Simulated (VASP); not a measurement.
# FeGe (P6/mmm) in VASP: a series of runs

Runs on FeGe. Level: PBE. Tasks: single point.

Everything below comes from runs of VASP 6.6.1. Logs are shortened: lines on timing, memory, paths and dates and some standing lists are left out, and cuts for length are marked.

### 1 The cell of the first run

The structure is hexagonal, space group P6/mmm (No. 191). The conventional cell has a = 4.896 Å, b = 4.896 Å, c = 4.032 Å, α = 90.00°, β = 90.00°, γ = 120.00°. Within 3.3 Å of Ge (site symmetry -6m2) lie 6 Fe at 2.46 Å and 3 Ge at 2.83 Å. Within 3.2 Å of Ge (site symmetry 6/mmm) lie 6 Fe at 2.45 Å. Fe (site symmetry mmm) has 4 Fe at 2.45 Å and 6 Ge at 2.45 to 2.46 Å within 3.2 Å.

### 2 Single point, PBE, collinear spin, ferromagnetic start

The input, INCAR:

```
SYSTEM = FeGe
PREC     = Accurate       ! precision mode
ENCUT    = 520            ! plane-wave cutoff, eV
EDIFF    = 1E-6           ! SCF threshold, eV
ISMEAR   = -1             ! smearing method
SIGMA    = 0.05           ! smearing width, eV
LREAL    = .False.        ! projectors in reciprocal space
LASPH    = .True.         ! aspherical terms in the spheres
NELM     = 150            ! most SCF steps
ALGO     = Normal         ! electronic algorithm
ISIF     = 2              ! what is computed and relaxed
LWAVE    = .False.        ! write WAVECAR
LCHARG   = .False.        ! write CHGCAR
ISPIN    = 2              ! spin polarisation
MAGMOM   = 0 0 0 3 3 3    ! initial moments
LORBIT   = 11             ! projections on sites
LMAXMIX  = 4              ! l up to which the mixer works
GGA      = PE             ! functional
NBANDS   = 46             ! bands
```

The input, KPOINTS:

```
Automatic mesh
0
Gamma
  6 6 7
  0 0 0
```

The input, POSCAR:

```
FeGe
1.0
    4.8955818250      0.0000000000      0.0000000000
   -2.4477909125      4.2396982268      0.0000000000
    0.0000000000      0.0000000000      4.0317426452
Ge Fe
3 3
Direct
    0.6666666667      0.3333333333      0.5000000000
    0.3333333333      0.6666666667      0.5000000000
    0.0000000000      0.0000000000      0.0000000000
    0.0000000000      0.5000000000      0.0000000000
    0.5000000000      0.5000000000      0.0000000000
    0.5000000000      0.0000000000      0.0000000000
```

Potentials or basis: VASP PAW PBE potentials, release 64 (Ge_d, Fe).

The run is started by

```sh
> cat potpaw_PBE.64/Ge_d/POTCAR potpaw_PBE.64/Fe/POTCAR > POTCAR
> mpirun -np 1 vasp_std > vasp.out
```

OUTCAR:

```text
SYSTEM = FeGe
   PREC = Accurate
   ENCUT = 520
   EDIFF = 1E-6
   ISMEAR = -1
   LREAL = .False.
   LASPH = .True.
   NELM = 150
   ISIF = 2
   ISPIN = 2
   LORBIT = 11
   GGA = PE

 ion  position               nearest neighbor table
   1  0.667  0.333  0.500-   4 2.46   4 2.46   6 2.46   6 2.46   5 2.46   5 2.46   2 2.83   2 2.83
                             2 2.83
   2  0.333  0.667  0.500-   4 2.46   4 2.46   6 2.46   6 2.46   5 2.46   5 2.46   1 2.83   1 2.83
                             1 2.83
   3  0.000  0.000  0.000-   6 2.45   6 2.45   4 2.45   4 2.45   5 2.45   5 2.45
   4  0.000  0.500  0.000-   5 2.45   5 2.45   6 2.45   3 2.45   3 2.45   6 2.45   2 2.46   2 2.46
                             1 2.46   1 2.46
   5  0.500  0.500  0.000-   4 2.45   4 2.45   6 2.45   6 2.45   3 2.45   3 2.45   2 2.46   2 2.46
                             1 2.46   1 2.46
   6  0.500  0.000  0.000-   3 2.45   3 2.45   5 2.45   5 2.45   4 2.45   4 2.45   2 2.46   2 2.46
                             1 2.46   1 2.46

  LATTYP: Found a hexagonal cell.
 ALAT       =     4.8955818250
 C/A-ratio  =     0.8235471879

  Lattice vectors:

 A1 = (   4.8955818250,   0.0000000000,   0.0000000000)
 A2 = (  -2.4477909125,   4.2396982268,   0.0000000000)
 A3 = (   0.0000000000,   0.0000000000,   4.0317426452)

Analysis of symmetry for initial positions (statically):
=====================================================================
 Subroutine PRICEL returns:
 Original cell was already a primitive cell.

 Routine SETGRP: Setting up the symmetry group for a
 hexagonal supercell.

 Subroutine GETGRP returns: Found 24 space group operations
 (whereof 24 operations were pure point group operations)
 out of a pool of 24 trial point group operations.

The static configuration has the point symmetry D_6h.

Analysis of symmetry for dynamics (positions and initial velocities):
=====================================================================
 Subroutine PRICEL returns:
 Original cell was already a primitive cell.

 Routine SETGRP: Setting up the symmetry group for a
 hexagonal supercell.

 Subroutine GETGRP returns: Found 24 space group operations
 (whereof 24 operations were pure point group operations)
 out of a pool of 24 trial point group operations.

The dynamic configuration has the point symmetry D_6h.

Analysis of structural, dynamic, and magnetic symmetry:
=====================================================================
 Subroutine PRICEL returns:
 Original cell was already a primitive cell.

 Routine SETGRP: Setting up the symmetry group for a
 hexagonal supercell.

 Subroutine GETGRP returns: Found 24 space group operations
 (whereof 24 operations were pure point group operations)
 out of a pool of 24 trial point group operations.

The overall configuration has the point symmetry D_6h.

 Subroutine INISYM returns: Found 24 space group operations
 (whereof 24 operations are pure point group operations),
 and found     1 'primitive' translations

----------------------------------------------------------------------------------------

                                     Primitive cell

  volume of cell :      83.6820

  direct lattice vectors                    reciprocal lattice vectors
     4.895581825  0.000000000  0.000000000     0.204265813  0.117932922  0.000000000
    -2.447790912  4.239698227  0.000000000     0.000000000  0.235865844  0.000000000
     0.000000000  0.000000000  4.031742645     0.000000000  0.000000000  0.248031704

  length of vectors
     4.895581825  4.895581825  4.031742645     0.235865844  0.235865844  0.248031704

  position of ions in fractional coordinates (direct lattice)
     0.666666667  0.333333333  0.500000000
     0.333333333  0.666666667  0.500000000
     0.000000000  0.000000000  0.000000000
     1.000000000  0.500000000  0.000000000
     0.500000000  0.500000000  0.000000000
     0.500000000  0.000000000  0.000000000

  ion indices of the primitive-cell ions
   primitive index   ion index
                 1           1
                 2           2
                 3           3
                 4           4
                 5           5
                 6           6

[... 52 lines left out ...]
 [... further k-points ...]
   k-points           NKPTS =     28   k-points in BZ     NKDIM =     28   number of bands    NBANDS=     46
   number of dos      NEDOS =    301   number of ions     NIONS =      6
   total plane-waves  NPLWV =  38880
   dimension x,y,z NGX =    36 NGY =   36 NGZ =   30
   dimension x,y,z NGXF=    72 NGYF=   72 NGZF=   60
   ions per type =               3   3
   NGX,Y,Z   is equivalent  to a cutoff of  12.23, 12.23, 12.37 a.u.
   NGXF,Y,Z  is equivalent  to a cutoff of  24.45, 24.45, 24.74 a.u.
 SYSTEM =  FeGe
   PREC   = accura    normal or accurate (medium, high low for compatibility)
   ISTART =      0    job   : 0-new  1-cont  2-samecut
   ICHARG =      2    charge: 1-file 2-atom 10-const
   ISPIN  =      2    spin polarized calculation?
   LNONCOLLINEAR =      F non collinear calculations
   LSORBIT =      F    spin-orbit coupling
   LASPH  =      T    aspherical Exc in radial PAW
   ENCUT  =  520.0 eV  38.22 Ry    6.18 a.u.   9.10  9.10  7.50*2*pi/ulx,y,z
   NELM   =    150;   NELMIN=  2; NELMDL= -5     # of ELM steps
   EDIFF  = 0.1E-05   stopping-criterion for ELM
   LREAL  =      F    real-space projection
   EDIFFG = 0.1E-04   stopping-criterion for IOM
   NSW    =      0    number of steps for IOM
   IBRION =     -1    ionic relax: 0-MD 1-quasi-New 2-CG
   NFREE  =      0    steps in history (QN), initial steepest desc. (CG)
   ISIF   =      2    stress and relaxation
   ISYM   =      2    0-nonsym 1-usesym 2-fastsym
   POTIM  = 0.5000    time-step for ionic-motion
   TEBEG  =    0.0;   TEEND  =   0.0 temperature during run
   PSTRESS=    0.0 pullay stress
   NELECT =      66.0000    total number of electrons
   NUPDOWN=      -1.0000    fix difference up-down
   EMIN   =  10.00;   EMAX   =-10.00  energy-range for DOS
   EFERMI =   0.00;   METHOD = LEGACY
   ISMEAR =    -1;   SIGMA  =   0.05  broadening in eV -4-tet -1-fermi 0-gaus
   EFERMI_NEDOS =   21; number of points for ismear=-14 and -15
   IALGO  =     38    algorithm
   IMIX   =      4    mixing-type and parameters
     AMIX     =   0.40;   BMIX     =  1.00
     AMIX_MAG =   1.60;   BMIX_MAG =  1.00
  volume/ion in A,a.u.               =      13.95        94.12
  Fermi-wavevector in a.u.,A,eV,Ry     =   1.512558  2.858321 31.127852  2.287833
  Thomas-Fermi vector in A             =   2.622467
   LORBIT       =     11    0 simple, 1 ext, 2 COOP (PROOUT), +10 PAW based schemes
   GGA     = PE    functional components
   LHFCALC =     F    Hartree Fock is set to
   AEXX    =    0.0000 exact exchange contribution
   IVDW    =     0    specifies the selected vdW correction
   LEPSILON=     F    determine dielectric tensor
   LRPA    =     F    only Hartree local field effects (RPA)
 spin polarized calculation
  energy-cutoff  :      520.00
  volume of cell :       83.68
 maximum number of plane-waves:      2289
   NGX = 19   NGY = 19   NGZ = 15

 number of electron      65.9999955 magnetization       4.0721576

 Free energy of the ion-electron system (eV)
  ---------------------------------------------------
  ext. energy  EPLUGINS =         0.00000000
  ---------------------------------------------------
  free energy    TOTEN  =       -39.00813256 eV

  energy without entropy =      -38.97139518  energy(sigma->0) =      -38.98976387

 E-fermi :   7.3758     XC(G=0): -12.2555

 val. band max:        7.3722150503   @ k =   0.1667   0.1667   0.1429
 cond. band min:       7.3859814992   @ k =   0.0000   0.0000   0.1429
 fundamental gap:      0.0137664489
 Fermi energy:         7.3757832713

 spin component 1

 k-point     1 :       0.0000    0.0000    0.0000
  band No.  band energies     occupation
      1     -17.6198      1.00000
      2     -17.5410      1.00000
      3     -17.5410      1.00000
      4     -17.4567      1.00000
      5     -17.4567      1.00000
      6     -17.4172      1.00000
[... 1141 lines left out ...]
     44      15.5084      0.00000
     45      16.3650      0.00000

 [... further k-points ...]

 spin component 2

 k-point     1 :       0.0000    0.0000    0.0000
  band No.  band energies     occupation
      1     -17.6261      1.00000
      2     -17.5540      1.00000
      3     -17.5540      1.00000
      4     -17.4632      1.00000
      5     -17.4632      1.00000
      6     -17.4336      1.00000
[... 1141 lines left out ...]
     44      15.7110      0.00000
     45      16.5658      0.00000

 [... further k-points ...]

 [bands above 45 left out]

------------------------ aborting loop because EDIFF is reached ----------------------------------------

  FORCE on cell =-STRESS in cart. coord.  units (eV):
  Direction    XX          YY          ZZ          XY          YZ          ZX
  --------------------------------------------------------------------------------------
  -------------------------------------------------------------------------------------
  Total        3.2334467      3.2334467      1.8724002      0.0000000     -0.0000000     -0.0000000
  in kB       61.9076364     61.9076364     35.8490132      0.0000000     -0.0000000     -0.0000000
  external PRESSURE =      53.2214287 kB  Pullay stress =       0.0000000 kB

 VOLUME and BASIS-vectors are now :
 -----------------------------------------------------------------------------
  energy-cutoff  :      520.00
  volume of cell :       83.68
      direct lattice vectors                 reciprocal lattice vectors
     4.895581825  0.000000000  0.000000000     0.204265813  0.117932922  0.000000000
    -2.447790912  4.239698227  0.000000000     0.000000000  0.235865844  0.000000000
     0.000000000  0.000000000  4.031742645     0.000000000  0.000000000  0.248031704

 POSITION                                       TOTAL-FORCE (eV/Angst)
 -----------------------------------------------------------------------------------
      2.44779      1.41323      2.01587        -0.000000      0.000000      0.000000
     -0.00000      2.82647      2.01587         0.000000      0.000000      0.000000
      0.00000      0.00000      0.00000        -0.000000      0.000000      0.000000
     -1.22390      2.11985      0.00000        -0.000000      0.000000      0.000000
      1.22390      2.11985      0.00000        -0.000000      0.000000      0.000000
      2.44779      0.00000      0.00000        -0.000000      0.000000      0.000000
 -----------------------------------------------------------------------------------
    total drift:                                0.000000      0.000000     -0.000000

  FREE ENERGIE OF THE ION-ELECTRON SYSTEM (eV)
  ---------------------------------------------------
  free  energy   TOTEN  =       -39.0081325596 eV

  energy  without entropy=      -38.9713951777  energy(sigma->0) =      -38.98976387

 total charge

# of ion       s       p       d       tot
------------------------------------------
    1        1.123   1.218  10.093  12.434
    2        1.123   1.218  10.093  12.434
    3        1.149   1.172  10.070  12.390
    4        0.453   0.604   6.453   7.510
    5        0.453   0.604   6.453   7.510
    6        0.453   0.604   6.453   7.510
--------------------------------------------------
tot          4.755   5.419  49.615  59.789

 magnetization (x)

# of ion       s       p       d       tot
------------------------------------------
    1       -0.007  -0.045   0.001  -0.052
    2       -0.007  -0.045   0.001  -0.052
    3       -0.002  -0.086   0.008  -0.080
    4        0.005   0.003   1.415   1.423
    5        0.005   0.003   1.415   1.423
    6        0.005   0.003   1.415   1.423
--------------------------------------------------
tot         -0.002  -0.166   4.254   4.086
```

It took 1.9 min on 1 thread of Intel Xeon 6975P-C (Granite Rapids), shared host; peak memory 0.32 GiB.

Results:

- Free energy: -39.0081 eV
- Pressure: 5.3 GPa
- Net moment: 4.07 μB per cell
- Site moments: Ge -0.05, -0.08 (each value once); Fe +1.42 μB
- Valence electrons inside the program's atomic spheres: Ge 12.43, 12.39 (each value once); Fe 7.51

Caveat: the cell stands under pressure.

### 3 Single point, PBE, collinear spin, ferromagnetic start

This run uses another cell than the first one, of 14.24 Å³/atom.

The input, INCAR:

```
ALGO = Normal
EDIFF = 1E-6
ENCUT = 520
GGA = PE
ISIF = 2
ISMEAR = -1
ISPIN = 2
LASPH = True
LCHARG = False
LMAXMIX = 4
LORBIT = 11
LREAL = False
LWAVE = False
MAGMOM = 0 0 0 3 3 3
NBANDS = 46
NELM = 150
PREC = Accurate
SIGMA = 0.05
```

The input, KPOINTS:

```
k-points
0
Gamma
  6 6 7
```

POSCAR: that of step 2 with these lines changed.

```diff
@@ -2,5 +2,5 @@
 1.0
-    4.8955818250      0.0000000000      0.0000000000
-   -2.4477909125      4.2396982268      0.0000000000
-    0.0000000000      0.0000000000      4.0317426452
+    4.9300588893      0.0000000000      0.0000000000
+   -2.4650294447      4.2695562403      0.0000000000
+    0.0000000000      0.0000000000      4.0601361346
 Ge Fe
```

Potentials or basis: VASP PAW PBE potentials, release 64 (Ge_d, Fe).

The run is started by

```sh
> cat potpaw_PBE.64/Ge_d/POTCAR potpaw_PBE.64/Fe/POTCAR > POTCAR
> mpirun -np 1 vasp_std > vasp.out
```

Run time: 2.3 min. Hardware: 1 thread of Intel Xeon 6975P-C (Granite Rapids), shared host; peak memory 0.34 GiB.

Results (log left out):

```
Free energy                                           : -39.0484 eV
Pressure                                              : 1.8 GPa
Net moment                                            : 4.16 μB per cell
Site moments                                          : Ge -0.05, -0.08 (each value once); Fe +1.46 μB
Valence electrons inside the program's atomic spheres : Ge 12.41, 12.37 (each value once); Fe 7.46
```

Stress tensor (GPa, compression positive):
```
2.50 0.00 0.00
0.00 2.50 0.00
0.00 0.00 0.55
```

Levels at points of the mesh, in eV from the Fermi level:
Spin up:
| k point | band 33 | band 34 | band 35 | band 36 | band 37 | band 38 |
| --- | --- | --- | --- | --- | --- | --- |
| (0.00, 0.00, 0.00) | -1.22 | -1.22 | -0.13 | 0.30 | 1.33 | 1.33 |
| (0.50, 0.00, 0.00) | -1.23 | 0.50 | 0.54 | 1.02 | 1.44 | 1.91 |
Spin down:
| k point | band 28 | band 29 | band 30 | band 31 | band 32 | band 33 | band 34 | band 35 |
| --- | --- | --- | --- | --- | --- | --- | --- | --- |
| (0.00, 0.00, 0.00) | -1.52 | -1.52 | 0.27 | 0.27 | 0.38 | 0.55 | 0.55 | 1.07 |
| (0.50, 0.00, 0.00) | -1.67 | -0.84 | -0.42 | -0.33 | 0.21 | 0.51 | 1.49 | 1.50 |
